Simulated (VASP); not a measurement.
# CuO (C2/c) in VASP: notebook

Runs on CuO. Level: PBE. Tasks: single point.

All numbers are computed with VASP 6.6.1; they aren't measurements. Logs are shortened: lines on timing, memory, paths and dates and some standing lists are left out, and cuts for length are marked.

### 1 The cell of the first run

It takes space group C2/c (No. 15, monoclinic). Conventional cell: a = 4.679 Å, b = 3.481 Å, c = 5.118 Å, α = 90.00°, β = 98.60°, γ = 90.00°. Cu (site symmetry -1) has 4 O at 1.91 to 1.99 Å within 2.5 Å. Within 2.5 Å of Cu (site symmetry -1) lie 4 O at 1.91 to 1.99 Å. O (site symmetry 2) has 4 Cu at 1.91 to 1.99 Å and 2 O at 2.58 Å within 2.6 Å.

### 2 Single point, PBE, collinear spin

INCAR reads:

```
PREC = Accurate ; ENCUT = 520
EDIFF = 1E-6 ; ISMEAR = -1
SIGMA = 0.05 ; LREAL = False
LASPH = True ; NELM = 150
ALGO = Normal ; ISIF = 2
LWAVE = False ; LCHARG = False
ISPIN = 2 ; MAGMOM = 1 0 0 0 0 0 0 0
LORBIT = 11 ; LMAXMIX = 4
GGA = PE ; NBANDS = 48
```

KPOINTS reads:

```
Automatic mesh
0
Gamma
  4 7 4
```

POSCAR reads:

```
CuO
1.0
    4.6791000000     -3.4805000000      0.0000000000
    2.3395500000      1.7402500000      0.0000000000
   -0.7652000000      0.0000000000      5.0607800000
Cu O
4 4
Direct
    0.0000000000      0.5000000000      0.0000000000
    0.5000000000      0.5000000000      0.0000000000
    0.2500000000      0.0000000000      0.5000000000
    0.7500000000      0.0000000000      0.5000000000
    0.2738500000      0.4523000000      0.2500000000
    0.7738500000      0.4523000000      0.2500000000
    0.2261500000      0.5477000000      0.7500000000
    0.7261500000      0.5477000000      0.7500000000
```

Potentials or basis: VASP PAW PBE potentials, release 64 (Cu, O).

On the command line:

```console
$ cat potpaw_PBE.64/Cu/POTCAR potpaw_PBE.64/O/POTCAR > POTCAR
$ mpirun -np 1 vasp_std > vasp.out
```

OUTCAR:

```text
PREC = Accurate
   ENCUT = 520
   EDIFF = 1E-6
   ISMEAR = -1
   LREAL = False
   LASPH = True
   NELM = 150
   ISIF = 2
   ISPIN = 2
   LORBIT = 11
   GGA = PE

 ion  position               nearest neighbor table
   1  0.000  0.500  0.000-   5 1.91   8 1.91   7 1.99   6 1.99
   2  0.500  0.500  0.000-   6 1.91   7 1.91   5 1.99   8 1.99
   3  0.250  0.000  0.500-   7 1.91   5 1.91   7 1.99   5 1.99
   4  0.750  0.000  0.500-   8 1.91   6 1.91   8 1.99   6 1.99
   5  0.274  0.452  0.250-   3 1.91   1 1.91   2 1.99   3 1.99
   6  0.774  0.452  0.250-   4 1.91   2 1.91   1 1.99   4 1.99
   7  0.226  0.548  0.750-   3 1.91   2 1.91   1 1.99   3 1.99
   8  0.726  0.548  0.750-   4 1.91   1 1.91   2 1.99   4 1.99

  LATTYP: Found a triclinic cell.
 ALAT       =     5.5783996086
 B/A-ratio  =     2.1562182015
 C/A-ratio  =     0.5226970101
 COS(alpha) =     0.0008972560
 COS(beta)  =     0.4126348497
 COS(gamma) =     0.8080039080

  Lattice vectors:

 A1 = (  -1.5743500000,  -1.7402500000,  -5.0607800000)
 A2 = (   3.8699500000,  -5.2207500000, -10.1215600000)
 A3 = (  -2.3395500000,  -1.7402500000,   0.0000000000)

Analysis of symmetry for initial positions (statically):
=====================================================================
 Subroutine PRICEL returns following result:

  LATTYP: Found a base centered monoclinic cell.
 ALAT       =     4.6791000000
 B/A-ratio  =     0.7438396273
 C/A-ratio  =     1.0938648385
 COS(beta)  =    -0.1495026780

  Lattice vectors:

 A1 = (   2.3395500000,  -1.7402500000,   0.0000000000)
 A2 = (   2.3395500000,   1.7402500000,   0.0000000000)
 A3 = (  -0.7652000000,   0.0000000000,   5.0607800000)

   2 primitive cells build up your supercell.

 Routine SETGRP: Setting up the symmetry group for a
 triclinic supercell.

 Subroutine GETGRP returns: Found  2 space group operations
 (whereof  2 operations were pure point group operations)
 out of a pool of  2 trial point group operations.

The static configuration has the point symmetry S_2 .

Analysis of symmetry for dynamics (positions and initial velocities):
=====================================================================
 Subroutine PRICEL returns following result:

  LATTYP: Found a base centered monoclinic cell.
 ALAT       =     4.6791000000
 B/A-ratio  =     0.7438396273
 C/A-ratio  =     1.0938648385
 COS(beta)  =    -0.1495026780

  Lattice vectors:

 A1 = (   2.3395500000,  -1.7402500000,   0.0000000000)
 A2 = (   2.3395500000,   1.7402500000,   0.0000000000)
 A3 = (  -0.7652000000,   0.0000000000,   5.0607800000)

   2 primitive cells build up your supercell.

 Routine SETGRP: Setting up the symmetry group for a
 triclinic supercell.

 Subroutine GETGRP returns: Found  2 space group operations
 (whereof  2 operations were pure point group operations)
 out of a pool of  2 trial point group operations.

The dynamic configuration has the point symmetry S_2 .

Analysis of structural, dynamic, and magnetic symmetry:
=====================================================================
 Subroutine PRICEL returns:
 Original cell was already a primitive cell.

 Routine SETGRP: Setting up the symmetry group for a
 triclinic supercell.

 Subroutine GETGRP returns: Found  2 space group operations
 (whereof  2 operations were pure point group operations)
 out of a pool of  2 trial point group operations.

The overall configuration has the point symmetry S_2 .

 Subroutine INISYM returns: Found  2 space group operations
 (whereof  2 operations are pure point group operations),
 and found     1 'primitive' translations

----------------------------------------------------------------------------------------

[... 64 lines left out ...]
 -0.000000  0.142857  0.000000      2.000000
  0.250000  0.142857 -0.000000      2.000000
  0.500000  0.142857  0.000000      2.000000
[... 16 lines left out ...]
 -0.250000  0.142857  0.250000      2.000000
 -0.000000  0.285714  0.250000      2.000000
 [... further k-points ...]
   k-points           NKPTS =     58   k-points in BZ     NKDIM =     58   number of bands    NBANDS=     48
   number of dos      NEDOS =    301   number of ions     NIONS =      8
   total plane-waves  NPLWV =  46080
   dimension x,y,z NGX =    48 NGY =   24 NGZ =   40
   dimension x,y,z NGXF=    96 NGYF=   48 NGZF=   80
   ions per type =               4   4
   NGX,Y,Z   is equivalent  to a cutoff of  13.68, 13.68, 12.99 a.u.
   NGXF,Y,Z  is equivalent  to a cutoff of  27.37, 27.37, 25.98 a.u.
 SYSTEM =  unknown system
   PREC   = accura    normal or accurate (medium, high low for compatibility)
   ISTART =      0    job   : 0-new  1-cont  2-samecut
   ICHARG =      2    charge: 1-file 2-atom 10-const
   ISPIN  =      2    spin polarized calculation?
   LNONCOLLINEAR =      F non collinear calculations
   LSORBIT =      F    spin-orbit coupling
   LASPH  =      T    aspherical Exc in radial PAW
   ENCUT  =  520.0 eV  38.22 Ry    6.18 a.u.  10.84  5.42  9.52*2*pi/ulx,y,z
   NELM   =    150;   NELMIN=  2; NELMDL= -5     # of ELM steps
   EDIFF  = 0.1E-05   stopping-criterion for ELM
   LREAL  =      F    real-space projection
   EDIFFG = 0.1E-04   stopping-criterion for IOM
   NSW    =      0    number of steps for IOM
   IBRION =     -1    ionic relax: 0-MD 1-quasi-New 2-CG
   NFREE  =      0    steps in history (QN), initial steepest desc. (CG)
   ISIF   =      2    stress and relaxation
   ISYM   =      2    0-nonsym 1-usesym 2-fastsym
   POTIM  = 0.5000    time-step for ionic-motion
   TEBEG  =    0.0;   TEEND  =   0.0 temperature during run
   PSTRESS=    0.0 pullay stress
   NELECT =      68.0000    total number of electrons
   NUPDOWN=      -1.0000    fix difference up-down
   EMIN   =  10.00;   EMAX   =-10.00  energy-range for DOS
   EFERMI =   0.00;   METHOD = LEGACY
   ISMEAR =    -1;   SIGMA  =   0.05  broadening in eV -4-tet -1-fermi 0-gaus
   EFERMI_NEDOS =   21; number of points for ismear=-14 and -15
   IALGO  =     38    algorithm
   IMIX   =      4    mixing-type and parameters
     AMIX     =   0.40;   BMIX     =  1.00
     AMIX_MAG =   1.60;   BMIX_MAG =  1.00
  volume/ion in A,a.u.               =      10.30        69.52
  Fermi-wavevector in a.u.,A,eV,Ry     =   1.535456  2.901591 32.077430  2.357625
  Thomas-Fermi vector in A             =   2.642242
   LORBIT       =     11    0 simple, 1 ext, 2 COOP (PROOUT), +10 PAW based schemes
   GGA     = PE    functional components
   LHFCALC =     F    Hartree Fock is set to
   AEXX    =    0.0000 exact exchange contribution
   IVDW    =     0    specifies the selected vdW correction
   LEPSILON=     F    determine dielectric tensor
   LRPA    =     F    only Hartree local field effects (RPA)
 spin polarized calculation
  energy-cutoff  :      520.00
  volume of cell :       82.42
 maximum number of plane-waves:      2248
 NGX is ok and might be reduce to    48
   NGX = 21   NGY = 11   NGZ = 19

 number of electron      68.0000029 magnetization       0.0004692

 number of electron      68.0000029 magnetization      -0.0001603

 Free energy of the ion-electron system (eV)
  ---------------------------------------------------
  ext. energy  EPLUGINS =         0.00000000
  ---------------------------------------------------
  free energy    TOTEN  =       -39.14662078 eV

  energy without entropy =      -39.11507892  energy(sigma->0) =      -39.13084985

 E-fermi :   5.6120     XC(G=0): -11.7930

 val. band max:        5.6092865130   @ k =   0.5000   0.1429   0.0000
 cond. band min:       5.6126680432   @ k =   0.2500   0.2857   0.0000
 fundamental gap:      0.0033815302
 Fermi energy:         5.6119758832

 spin component 1

 k-point     1 :       0.0000    0.0000    0.0000
  band No.  band energies     occupation
      1     -14.4070      1.00000
      2     -13.6773      1.00000
      3     -13.0296      1.00000
      4     -12.8155      1.00000
      5      -2.6626      1.00000
      6      -1.7116      1.00000
[... 1165 lines left out ...]
     45      17.6229      0.00000
     46      18.6459      0.00000

 [... further k-points ...]

 spin component 2

 k-point     1 :       0.0000    0.0000    0.0000
  band No.  band energies     occupation
      1     -14.4070      1.00000
      2     -13.6773      1.00000
      3     -13.0296      1.00000
      4     -12.8155      1.00000
      5      -2.6626      1.00000
      6      -1.7115      1.00000
[... 1165 lines left out ...]
     45      17.6229      0.00000
     46      18.6459      0.00000

 [... further k-points ...]

 [bands above 46 left out]

------------------------ aborting loop because EDIFF is reached ----------------------------------------

  FORCE on cell =-STRESS in cart. coord.  units (eV):
  Direction    XX          YY          ZZ          XY          YZ          ZX
  --------------------------------------------------------------------------------------
  -------------------------------------------------------------------------------------
  Total        2.6836016      4.4107566      4.5596719      0.0077516      0.0024247      1.3124340
  in kB       52.1683613     85.7437069     88.6385717      0.1506896      0.0471349     25.5132989
  external PRESSURE =      75.5168800 kB  Pullay stress =       0.0000000 kB

 VOLUME and BASIS-vectors are now :
 -----------------------------------------------------------------------------
  energy-cutoff  :      520.00
  volume of cell :       82.42
      direct lattice vectors                 reciprocal lattice vectors
     4.679100000 -3.480500000  0.000000000     0.106858156 -0.143657520  0.016157166
     2.339550000  1.740250000  0.000000000     0.213716313  0.287315041  0.032314332
    -0.765200000  0.000000000  5.060780000     0.000000000  0.000000000  0.197597999

 POSITION                                       TOTAL-FORCE (eV/Angst)
 -----------------------------------------------------------------------------------
      1.16978      0.87013      0.00000         0.000000      0.000000      0.000000
      3.50933     -0.87013      0.00000         0.000000      0.000000      0.000000
      0.78717     -0.87013      2.53039         0.000022     -0.000014      0.000006
      3.12672     -2.61038      2.53039        -0.000022      0.000014     -0.000006
      2.14825     -0.16602      1.26520         0.001722     -0.222294     -0.003100
      4.48780     -1.90627      1.26520         0.001754     -0.222286     -0.003096
      1.76565      0.16602      3.79558        -0.001754      0.222286      0.003096
      4.10520     -1.57423      3.79558        -0.001722      0.222294      0.003100
 -----------------------------------------------------------------------------------
    total drift:                               -0.000000     -0.000000      0.000000

  FREE ENERGIE OF THE ION-ELECTRON SYSTEM (eV)
  ---------------------------------------------------
  free  energy   TOTEN  =       -39.1466207758 eV

  energy  without entropy=      -39.1150789192  energy(sigma->0) =      -39.13084985

 total charge

# of ion       s       p       d       tot
------------------------------------------
    1        0.392   0.399   9.139   9.930
    2        0.392   0.399   9.139   9.930
    3        0.391   0.399   9.139   9.930
    4        0.391   0.399   9.139   9.930
    5        1.578   3.390   0.000   4.967
    6        1.578   3.390   0.000   4.967
    7        1.578   3.390   0.000   4.967
    8        1.578   3.390   0.000   4.967
--------------------------------------------------
tot          7.877  15.154  36.556  59.587

 magnetization (x)

# of ion       s       p       d       tot
------------------------------------------
    1       -0.000  -0.000   0.000   0.000
    2       -0.000  -0.000   0.000   0.000
    3        0.000   0.000  -0.000  -0.000
    4        0.000   0.000  -0.000  -0.000
    5        0.000  -0.000   0.000  -0.000
    6        0.000  -0.000   0.000  -0.000
    7        0.000  -0.000   0.000  -0.000
    8        0.000  -0.000   0.000  -0.000
--------------------------------------------------
tot          0.000  -0.000  -0.000  -0.000
```

It took 4.2 min on 1 thread of Intel Xeon 6975P-C (Granite Rapids), shared host; peak memory 0.45 GiB.

What came out:

```
Free energy                                           : -39.1466 eV
Pressure                                              : 7.6 GPa
Largest force                                         : 0.222 eV/Å
Band gap on the k mesh                                : zero (filled and empty bands overlap)
Net moment                                            : 0.00 μB per cell
Valence electrons inside the program's atomic spheres : Cu 9.93; O 4.97
```

Forces in eV/Å, atoms in the order of the input:
```
Cu   0.000  0.000  0.000
Cu   0.000  0.000  0.000
Cu   0.000  0.000  0.000
Cu   0.000  0.000  0.000
O    0.002 -0.222 -0.003
O    0.002 -0.222 -0.003
O   -0.002  0.222  0.003
O   -0.002  0.222  0.003
```

Stress tensor (GPa, compression positive):
```
5.22 0.02 2.55
0.02 8.57 0.00
2.55 0.00 8.86
```

Caveat: the cell stands under pressure; semilocal functionals often make such compounds metallic where correlation or magnetic order opens a gap, which also shifts bond lengths. With open d or f shells a metallic result of PBE can be an artefact of self-interaction; +U or a hybrid may open a gap.

### 3 Single point, PBE

INCAR reads:

```
SYSTEM = CuO
PREC = Accurate
ENCUT = 820
EDIFF = 1E-6
ISMEAR = -1
SIGMA = 0.05
LREAL = .FALSE.
LASPH = .TRUE.
NELM = 120
ALGO = Normal
ISIF = 2
LWAVE = .FALSE.
LCHARG = .FALSE.
GGA = PE
NBANDS = 60
GGA_COMPAT = .FALSE.
```

KPOINTS reads:

```
Automatic mesh
0
G
  4 7 4
  0 0 0
```

POSCAR is that of step 2.

Potentials or basis: VASP PAW PBE potentials, release 64 (Cu_sv_GW, O).

On the command line:

```console
$ cat potpaw_PBE.64/Cu_sv_GW/POTCAR potpaw_PBE.64/O/POTCAR > POTCAR
$ mpirun -np 1 vasp_std > vasp.out
```

OUTCAR:

```text
SYSTEM = CuO
   PREC = Accurate
   ENCUT = 820
   EDIFF = 1E-6
   ISMEAR = -1
   LREAL = .FALSE.
   LASPH = .TRUE.
   NELM = 120
   ISIF = 2
   GGA = PE

 ion  position               nearest neighbor table
   1  0.000  0.500  0.000-   5 1.91   8 1.91   7 1.99   6 1.99
   2  0.500  0.500  0.000-   6 1.91   7 1.91   5 1.99   8 1.99
   3  0.250  0.000  0.500-   7 1.91   5 1.91   7 1.99   5 1.99
   4  0.750  0.000  0.500-   8 1.91   6 1.91   8 1.99   6 1.99
   5  0.274  0.452  0.250-   3 1.91   1 1.91   2 1.99   3 1.99
   6  0.774  0.452  0.250-   4 1.91   2 1.91   1 1.99   4 1.99
   7  0.226  0.548  0.750-   3 1.91   2 1.91   1 1.99   3 1.99
   8  0.726  0.548  0.750-   4 1.91   1 1.91   2 1.99   4 1.99

  LATTYP: Found a triclinic cell.
 ALAT       =     5.5783996086
 B/A-ratio  =     2.1562182015
 C/A-ratio  =     0.5226970101
 COS(alpha) =     0.0008972560
 COS(beta)  =     0.4126348497
 COS(gamma) =     0.8080039080

  Lattice vectors:

 A1 = (  -1.5743500000,  -1.7402500000,  -5.0607800000)
 A2 = (   3.8699500000,  -5.2207500000, -10.1215600000)
[... 206 lines left out ...]

 E-fermi :   5.6474     XC(G=0): -12.1581

 val. band max:        5.6465638467   @ k =   0.5000   0.1429   0.0000
 cond. band min:       5.6495030580   @ k =   0.2500   0.2857   0.0000
 fundamental gap:      0.0029392113
 Fermi energy:         5.6474022487

 k-point     1 :       0.0000    0.0000    0.0000
  band No.  band energies     occupation
      1    -107.0549      2.00000
      2    -107.0542      2.00000
      3    -107.0542      2.00000
      4    -107.0537      2.00000
      5     -64.6086      2.00000
      6     -64.6016      2.00000
[... 1501 lines left out ...]
     59      14.9670      0.00000
     60      15.2218      0.00000

 [... further k-points ...]
[... 5 lines left out ...]
  --------------------------------------------------------------------------------------
  -------------------------------------------------------------------------------------
  Total        1.9135488      3.8659690      3.7267887      0.0109697      0.0038033      1.2536856
  in kB       37.1987806     75.1532085     72.4475882      0.2132466      0.0739348     24.3712503
  external PRESSURE =      61.5998591 kB  Pullay stress =       0.0000000 kB

 VOLUME and BASIS-vectors are now :
 -----------------------------------------------------------------------------
  energy-cutoff  :      820.00
  volume of cell :       82.42
      direct lattice vectors                 reciprocal lattice vectors
     4.679100000 -3.480500000  0.000000000     0.106858156 -0.143657520  0.016157166
     2.339550000  1.740250000  0.000000000     0.213716313  0.287315041  0.032314332
    -0.765200000  0.000000000  5.060780000     0.000000000  0.000000000  0.197597999

 POSITION                                       TOTAL-FORCE (eV/Angst)
 -----------------------------------------------------------------------------------
      1.16978      0.87013      0.00000         0.000000      0.000000      0.000000
      3.50933     -0.87013      0.00000         0.000000     -0.000000      0.000000
      0.78717     -0.87013      2.53039         0.000000      0.000000      0.000000
      3.12672     -2.61038      2.53039         0.000000      0.000000      0.000000
      2.14825     -0.16602      1.26520         0.001875     -0.183660     -0.003261
      4.48780     -1.90627      1.26520         0.001875     -0.183660     -0.003261
      1.76565      0.16602      3.79558        -0.001875      0.183660      0.003261
      4.10520     -1.57423      3.79558        -0.001875      0.183660      0.003261
 -----------------------------------------------------------------------------------
    total drift:                                0.000000      0.000000      0.000000

  FREE ENERGIE OF THE ION-ELECTRON SYSTEM (eV)
  ---------------------------------------------------
  free  energy   TOTEN  =       -39.4957754965 eV

  energy  without entropy=      -39.4638883588  energy(sigma->0) =      -39.47983193
```

stdout:

```text
POSCAR found type information on POSCAR CuO
 POSCAR found :  2 types and       8 ions
 scaLAPACK will be used
 LDA part: xc-table for (Slater+PW92), standard interpolation
 POSCAR, INCAR and KPOINTS ok, starting setup
 FFT: planning ... GRIDC
 FFT: planning ... GRID_SOFT
 FFT: planning ... GRID
 WAVECAR not read
 entering main loop
```

Run time: 10 min. Hardware: 1 thread of Intel Xeon 6975P-C (Granite Rapids), shared host; peak memory 0.56 GiB.

What came out:

```
Free energy            : -39.4958 eV
Pressure               : 6.2 GPa
Largest force          : 0.184 eV/Å
Band gap on the k mesh : zero (bands 50 and 51 overlap by 0.65 eV)
```

Forces on the atoms (eV/Å):
```
Cu   0.000  0.000  0.000
Cu   0.000  0.000  0.000
Cu   0.000  0.000  0.000
Cu   0.000  0.000  0.000
O    0.002 -0.184 -0.003
O    0.002 -0.184 -0.003
O   -0.002  0.184  0.003
O   -0.002  0.184  0.003
```

Levels at points of the mesh, in eV from the Fermi level:
| k point | band 47 | band 48 | band 49 | band 50 | band 51 | band 52 | band 53 | band 54 |
| --- | --- | --- | --- | --- | --- | --- | --- | --- |
| (0.00, 0.00, 0.00) | -1.61 | -1.52 | 0.12 | 0.22 | 0.31 | 0.94 | 1.69 | 4.29 |
| (0.50, 0.00, 0.00) | -1.70 | -1.70 | -0.03 | -0.03 | 0.61 | 0.61 | 3.44 | 3.44 |
| (0.00, 0.00, 0.50) | -1.61 | -1.61 | -0.12 | 0.20 | 0.20 | 0.68 | 3.81 | 3.81 |
| (0.50, 0.00, 0.50) | -1.59 | -1.59 | -0.92 | -0.92 | 0.45 | 0.45 | 4.67 | 4.67 |

Caveat: the cell stands under pressure; semilocal functionals often make such compounds metallic where correlation or magnetic order opens a gap, which also shifts bond lengths. With open d or f shells a metallic result of PBE can be an artefact of self-interaction; +U or a hybrid may open a gap.
